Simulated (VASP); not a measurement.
A run of VASP 6.6.1:

Contents of POSCAR:

```
GaSb
1.0
    0.0000000000      3.0131150000      3.0590000000
    3.0590000000      0.0000000000      3.0590000000
    3.0590000000      3.0131150000      0.0000000000
Ga Sb
1 1
Direct
    0.0000000000      0.0000000000      0.0000000000
    0.7500000000      0.7500000000      0.7500000000
```

The input INCAR.step1:

```
PREC = Accurate ; ENCUT = 520
ISMEAR = 0 ; SIGMA = 0.05
LREAL = F ; LASPH = T
NELM = 80 ; NBANDS = 16
GGA = PE ; ALGO = Normal
EDIFF = 1E-4 ; LWAVE = T
LCHARG = F
```

The input INCAR.step2:

```
PREC = Accurate ; ENCUT = 520
EDIFF = 1E-6 ; ISMEAR = 0
SIGMA = 0.05 ; LREAL = F
LASPH = T ; NELM = 80
ALGO = Normal ; ISIF = 2
LWAVE = F ; LCHARG = F
METAGGA = R2SCAN ; LMIXTAU = T
NBANDS = 16 ; ISTART = 1
```

KPOINTS

```
Automatic mesh
0
Gamma
  6 6 6
```

Potentials or basis: VASP PAW PBE potentials, release 64 (Ga_d, Sb).

Launch:

```bash
$ cat potpaw_PBE.64/Ga_d/POTCAR potpaw_PBE.64/Sb/POTCAR > POTCAR
$ cp INCAR.step1 INCAR
$ mpirun -np 1 vasp_std > vasp.out
$ cp INCAR.step2 INCAR
$ mpirun -np 1 vasp_std > vasp.out
```

Hardware: 1 thread of AMD EPYC 7R43 64-Core Processor (Zen 3), with other jobs on the host.

Question: Estimate the wall time of this run.

Answer: It took 78 s on 1 thread of AMD EPYC 7R43 64-Core Processor (Zen 3), on a shared host, peak memory 0.16 GiB. Counts: k points 30.
